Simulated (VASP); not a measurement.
# C (Fmmm) in VASP: a series of runs

C is run at these levels: PBE+D3(BJ); tasks: single point.

All numbers are computed with VASP 6.6.1; they aren't measurements. Logs are shortened: lines on timing, memory, paths and dates and some standing lists are left out, and cuts for length are marked.

**1. The cell of the first run**

The structure is orthorhombic, space group Fmmm (No. 69). Conventional cell: a = 2.415 Å, b = 4.181 Å, c = 6.657 Å, α = 90.00°, β = 90.00°, γ = 90.00°. C (site symmetry m2m) has 3 C at 1.39 Å within 1.9 Å.

**2. Single point, PBE+D3(BJ) (atoms shifted along a free coordinate)**

Contents of INCAR:

```
PREC = Accurate
ENCUT = 520
EDIFF = 1E-6
ISMEAR = 0
SIGMA = 0.03
LREAL = F
LASPH = T
NELM = 60
ALGO = Normal
ISIF = 2
LWAVE = F
LCHARG = F
GGA = PE
IVDW = 12
NBANDS = 11
```

Contents of KPOINTS:

```
regular mesh
0
Gamma
  16 16 16
```

Contents of POSCAR:

```
C
1.0
    0.0000000000      2.0905313474      3.3285103516
    1.2076129663      0.0000000000      3.3285103516
    1.2076129663      2.0905313474      0.0000000000
C
2
Direct
    0.1666966007      0.8333033993      0.1666966007
    0.8333033993      0.1666966007      0.8333033993
```

Potentials or basis: VASP PAW PBE potentials, release 64 (C).

Run with:

```bash
> cat potpaw_PBE.64/C/POTCAR > POTCAR
> mpirun -np 1 vasp_std > vasp.out
```

OUTCAR:

```text
PREC = Accurate
   ENCUT = 520
   EDIFF = 1E-6
   ISMEAR = 0
   LREAL = F
   LASPH = T
   NELM = 60
   ISIF = 2
   GGA = PE
   IVDW = 12
 IVDW          = 12

 ion  position               nearest neighbor table
   1  0.167  0.833  0.167-   2 1.39   2 1.39   2 1.39
   2  0.833  0.167  0.833-   1 1.39   1 1.39   1 1.39

  LATTYP: Found a face centered orthorhombic cell.
 ALAT       =     2.4152259326
 B/A-ratio  =     1.7311269469
 C/A-ratio  =     2.7562724519

  Lattice vectors:

 A1 = (   0.0000000000,   2.0905313474,   3.3285103516)
 A2 = (   1.2076129663,   0.0000000000,   3.3285103516)
 A3 = (   1.2076129663,   2.0905313474,   0.0000000000)

Analysis of symmetry for initial positions (statically):
=====================================================================
 Subroutine PRICEL returns:
 Original cell was already a primitive cell.

 Routine SETGRP: Setting up the symmetry group for a
 face centered orthorhombic supercell.

 Subroutine GETGRP returns: Found  8 space group operations
 (whereof  8 operations were pure point group operations)
 out of a pool of  8 trial point group operations.

The static configuration has the point symmetry D_2h.

Analysis of symmetry for dynamics (positions and initial velocities):
=====================================================================
 Subroutine PRICEL returns:
 Original cell was already a primitive cell.

 Routine SETGRP: Setting up the symmetry group for a
 face centered orthorhombic supercell.

 Subroutine GETGRP returns: Found  8 space group operations
 (whereof  8 operations were pure point group operations)
 out of a pool of  8 trial point group operations.

The dynamic configuration has the point symmetry D_2h.

 Subroutine INISYM returns: Found  8 space group operations
 (whereof  8 operations are pure point group operations),
 and found     1 'primitive' translations

----------------------------------------------------------------------------------------

                                     Primitive cell

  volume of cell :      16.8060

  direct lattice vectors                    reciprocal lattice vectors
     0.000000000  2.090531347  3.328510352    -0.414039940  0.239173644  0.150217349
     1.207612966  0.000000000  3.328510352     0.414039940 -0.239173644  0.150217349
     1.207612966  2.090531347  0.000000000     0.414039940  0.239173644 -0.150217349

  length of vectors
     3.930560071  3.540806439  2.414259802     0.501196923  0.501196923  0.501196923

  position of ions in fractional coordinates (direct lattice)
     0.166696601  0.833303399  0.166696601
     0.833303399  0.166696601  0.833303399

  ion indices of the primitive-cell ions
   primitive index   ion index
                 1           1
                 2           2

----------------------------------------------------------------------------------------

 KPOINTS: regular mesh

Automatic generation of k-mesh.
 Grid dimensions read from file:
 generate k-points for:   16   16   16

 Generating k-lattice:

  Cartesian coordinates                     Fractional coordinates (reciprocal lattice)
    -0.025877496  0.014948353  0.009388584     0.062500000  0.000000000  0.000000000
     0.025877496 -0.014948353  0.009388584     0.000000000  0.062500000  0.000000000
     0.025877496  0.014948353 -0.009388584     0.000000000  0.000000000  0.062500000

  Length of vectors
     0.031324808  0.031324808  0.031324808

  Shift w.r.t. Gamma in fractional coordinates (k-lattice)
     0.000000000  0.000000000  0.000000000

 Subroutine IBZKPT returns following result:
 ===========================================

 Found    621 irreducible k-points:

 Following reciprocal coordinates:
            Coordinates               Weight
  0.000000  0.000000  0.000000      1.000000
  0.062500  0.000000  0.000000      8.000000
  0.125000  0.000000  0.000000      8.000000
  0.187500 -0.000000 -0.000000      8.000000
  0.250000  0.000000  0.000000      8.000000
  0.312500 -0.000000  0.000000      8.000000
[... 16 lines left out ...]
 -0.125000  0.062500  0.000000      8.000000
 -0.062500  0.062500  0.000000      4.000000
 [... further k-points ...]
   k-points           NKPTS =    621   k-points in BZ     NKDIM =    621   number of bands    NBANDS=     11
   number of dos      NEDOS =    301   number of ions     NIONS =      2
   total plane-waves  NPLWV =  15120
   dimension x,y,z NGX =    30 NGY =   28 NGZ =   18
   dimension x,y,z NGXF=    60 NGYF=   56 NGZF=   36
   ions per type =               2
   NGX,Y,Z   is equivalent  to a cutoff of  12.69, 13.15, 12.39 a.u.
   NGXF,Y,Z  is equivalent  to a cutoff of  25.38, 26.29, 24.79 a.u.
 SYSTEM =  unknown system
   PREC   = accura    normal or accurate (medium, high low for compatibility)
   ISTART =      0    job   : 0-new  1-cont  2-samecut
   ICHARG =      2    charge: 1-file 2-atom 10-const
   ISPIN  =      1    spin polarized calculation?
   LNONCOLLINEAR =      F non collinear calculations
   LSORBIT =      F    spin-orbit coupling
   LASPH  =      T    aspherical Exc in radial PAW
   ENCUT  =  520.0 eV  38.22 Ry    6.18 a.u.   7.31  6.58  4.49*2*pi/ulx,y,z
   NELM   =     60;   NELMIN=  2; NELMDL= -5     # of ELM steps
   EDIFF  = 0.1E-05   stopping-criterion for ELM
   LREAL  =      F    real-space projection
   EDIFFG = 0.1E-04   stopping-criterion for IOM
   NSW    =      0    number of steps for IOM
   IBRION =     -1    ionic relax: 0-MD 1-quasi-New 2-CG
   NFREE  =      0    steps in history (QN), initial steepest desc. (CG)
   ISIF   =      2    stress and relaxation
   ISYM   =      2    0-nonsym 1-usesym 2-fastsym
   POTIM  = 0.5000    time-step for ionic-motion
   TEBEG  =    0.0;   TEEND  =   0.0 temperature during run
   PSTRESS=    0.0 pullay stress
   NELECT =       8.0000    total number of electrons
   NUPDOWN=      -1.0000    fix difference up-down
   EMIN   =  10.00;   EMAX   =-10.00  energy-range for DOS
   EFERMI =   0.00;   METHOD = LEGACY
   ISMEAR =     0;   SIGMA  =   0.03  broadening in eV -4-tet -1-fermi 0-gaus
   EFERMI_NEDOS =   21; number of points for ismear=-14 and -15
   IALGO  =     38    algorithm
   IMIX   =      4    mixing-type and parameters
     AMIX     =   0.40;   BMIX     =  1.00
     AMIX_MAG =   1.60;   BMIX_MAG =  1.00
  volume/ion in A,a.u.               =       8.40        56.71
  Fermi-wavevector in a.u.,A,eV,Ry     =   1.278253  2.415547 22.230966  1.633930
  Thomas-Fermi vector in A             =   2.410806
   LORBIT       =      0    0 simple, 1 ext, 2 COOP (PROOUT), +10 PAW based schemes
   GGA     = PE    functional components
   LHFCALC =     F    Hartree Fock is set to
   AEXX    =    0.0000 exact exchange contribution
   IVDW    =    12    specifies the selected vdW correction
   LEPSILON=     F    determine dielectric tensor
   LRPA    =     F    only Hartree local field effects (RPA)
 non-spin polarized calculation
 Gauss-broadening in eV      SIGMA  =   0.03
  energy-cutoff  :      520.00
  volume of cell :       16.81
 maximum number of plane-waves:       471
 NGX is ok and might be reduce to    30
   NGX = 15   NGY = 13   NGZ =  9

 number of electron       7.9999999 magnetization

 Free energy of the ion-electron system (eV)
  ---------------------------------------------------
  ext. energy  EPLUGINS =         0.00000000
  ---------------------------------------------------
  free energy    TOTEN  =       -18.35055968 eV

  energy without entropy =      -18.35055968  energy(sigma->0) =      -18.35055968

 E-fermi :   5.0346     XC(G=0): -10.5019

 val. band max:        4.9056827019   @ k =   0.4375  -0.1875   0.3125
 cond. band min:       5.1519889668   @ k =   0.0000   0.3125   0.3125
 fundamental gap:      0.2463062649
 Fermi energy:         5.0345786196

 k-point     1 :       0.0000    0.0000    0.0000
  band No.  band energies     occupation
      1     -15.0289      2.00000
      2      -1.8235      2.00000
      3       2.1534      2.00000
      4       2.1669      2.00000
      5       9.2331      0.00000
      6      13.8774      0.00000
      7      13.9446      0.00000
      8      17.2956      0.00000
      9      19.1923      0.00000
     10      28.5836      0.00000
     11      31.3657      0.00000

 k-point     2 :       0.0625    0.0000    0.0000
  band No.  band energies     occupation
      1     -14.9295      2.00000
      2      -1.7359      2.00000
      3       1.7827      2.00000
      4       1.9471      2.00000
      5       9.3988      0.00000
      6      13.9823      0.00000
      7      14.3202      0.00000
      8      16.9212      0.00000
      9      19.3542      0.00000
     10      28.9113      0.00000
     11      30.4341      0.00000

 k-point     3 :       0.1250    0.0000    0.0000
  band No.  band energies     occupation
      1     -14.6319      2.00000
      2      -1.4719      2.00000
      3       0.7546      2.00000
      4       1.4068      2.00000
      5       9.8933      0.00000
      6      14.0529      0.00000
      7      15.4899      0.00000
      8      15.8801      0.00000
      9      19.8760      0.00000
     10      28.3458      0.00000
     11      29.8158      0.00000
[... 267 lines left out ...]
 k-point    23 :      -0.1250    0.0625    0.0000
  band No.  band energies     occupation
      1     -14.1595      2.00000
      2      -0.8555      2.00000
      3      -0.6822      2.00000
      4       0.7146      2.00000
      5      10.3329      0.00000
      6      14.0005      0.00000
      7      14.3202      0.00000
      8      17.2162      0.00000
      9      20.7893      0.00000
     10      26.2686      0.00000
     11      30.5742      0.00000

 k-point    24 :      -0.0625    0.0625    0.0000
  band No.  band energies     occupation
      1     -14.6428      2.00000
      2      -1.3793      2.00000
      3       0.7566      2.00000
      4       1.4068      2.00000
      5       9.6999      0.00000
      6      14.0545      0.00000
      7      15.4918      0.00000
      8      15.8658      0.00000
      9      19.8864      0.00000
     10      28.3395      0.00000
     11      29.8201      0.00000

 [... further k-points ...]

------------------------ aborting loop because EDIFF is reached ----------------------------------------

 Edisp (eV)   -0.31325

 E8    (eV) :    -0.0888

  FORCE on cell =-STRESS in cart. coord.  units (eV):
  Direction    XX          YY          ZZ          XY          YZ          ZX
  --------------------------------------------------------------------------------------
  -------------------------------------------------------------------------------------
  Total       3.26131     3.22474     0.07532    -0.00000     0.00000     0.00000
  in kB     310.91242   307.42595     7.18007    -0.00000     0.00000     0.00000
  external pressure =      208.51 kB  Pullay stress =        0.00 kB

 VOLUME and BASIS-vectors are now :
 -----------------------------------------------------------------------------
  energy-cutoff  :      520.00
  volume of cell :       16.81
      direct lattice vectors                 reciprocal lattice vectors
     0.000000000  2.090531347  3.328510352    -0.414039940  0.239173644  0.150217349
     1.207612966  0.000000000  3.328510352     0.414039940 -0.239173644  0.150217349
     1.207612966  2.090531347  0.000000000     0.414039940  0.239173644 -0.150217349

 POSITION                                       TOTAL-FORCE (eV/Angst)
 -----------------------------------------------------------------------------------
      1.20761      0.69697      3.32851         0.000000     -0.022178      0.000000
      1.20761      3.48409      3.32851         0.000000      0.022178      0.000000
 -----------------------------------------------------------------------------------
    total drift:                                0.000000      0.000000     -0.000000

  FREE ENERGIE OF THE ION-ELECTRON SYSTEM (eV)
  ---------------------------------------------------
  free  energy   TOTEN  =       -18.6638097672 eV

  energy  without entropy=      -18.6638097672  energy(sigma->0) =      -18.66380977
```

It took 3.1 min on 1 thread of Intel Xeon 8259CL, shared host; peak memory 0.22 GiB.

Results:

| Quantity | Value |
| --- | --- |
| Free energy | -18.6638 eV |
| Pressure | 20.9 GPa |
| Largest force | 0.022 eV/Å |
| Dispersion energy per atom | -0.157 eV |

Forces on the atoms (eV/Å):
```
C    0.000 -0.022  0.000
C    0.000  0.022  0.000
```

Caveat: the cell differs from its parent crystal (atoms shifted along a free coordinate); the cell stands under pressure.

**3. Single point, PBE+D3(BJ) (atoms shifted along a free coordinate)**

Edit INCAR of step 2 so:

```diff
@@ -7,3 +7,3 @@
 LASPH = T
-NELM = 60
+NELM = 80
 ALGO = Normal
```

Contents of KPOINTS:

```
Automatic mesh
0
Gamma
  16 16 16
```

Contents of POSCAR:

```
C
1.0
    0.0000000000      2.0905313474      3.3285103516
    1.2076129663      0.0000000000      3.3285103516
    1.2076129663      2.0905313474      0.0000000000
C
2
Direct
    0.1315530015      0.8684469985      0.1315530015
    0.8684469985      0.1315530015      0.8684469985
```

Potentials or basis: VASP PAW PBE potentials, release 64 (C).

Run with:

```bash
> cat potpaw_PBE.64/C/POTCAR > POTCAR
> mpirun -np 1 vasp_std > vasp.out
```

Wall time 3.5 min (1 thread of Intel Xeon 8259CL, shared host); peak memory 0.22 GiB.

It converged, with:

```yaml
Free_energy: -15.1237 eV
Pressure: 82.8 GPa
Largest_force: 29.438 eV/Å
Band_gap_on_the_k_mesh: zero (bands 4 and 5 overlap by 2.81 eV)
Dispersion_energy_per_atom: -0.158 eV
```

Forces on the atoms (eV/Å):
```
C     0.000  29.438   0.000
C     0.000 -29.438   0.000
```

Stress tensor (GPa, compression positive):
```
 21.81   0.00   0.00
  0.00 227.68   0.00
  0.00   0.00  -1.11
```

Levels at points of the mesh, in eV from the Fermi level:
| k point | band 1 | band 2 | band 3 | band 4 | band 5 | band 6 | band 7 | band 8 |
| --- | --- | --- | --- | --- | --- | --- | --- | --- |
| (0.00, 0.00, 0.00) | -20.86 | -7.95 | -7.29 | 1.39 | 2.40 | 3.61 | 10.67 | 12.57 |
| (0.50, 0.00, 0.00) | -16.30 | -13.15 | -7.11 | -4.59 | 3.07 | 4.43 | 12.24 | 13.31 |
| (0.50, 0.50, 0.00) | -20.56 | -9.82 | -7.22 | 1.33 | 2.35 | 9.35 | 10.49 | 12.60 |
| (0.50, 0.00, 0.50) | -16.75 | -13.86 | -6.00 | -1.88 | 0.48 | 8.34 | 9.61 | 11.36 |
| (0.00, 0.50, 0.50) | -16.62 | -13.61 | -6.06 | -2.98 | -1.42 | 8.08 | 13.83 | 14.94 |

Caveat: the cell differs from its parent crystal (atoms shifted along a free coordinate); the cell stands under pressure; forces of over 1 eV/Å act on the atoms, so gaps and moduli don't describe the material at rest.
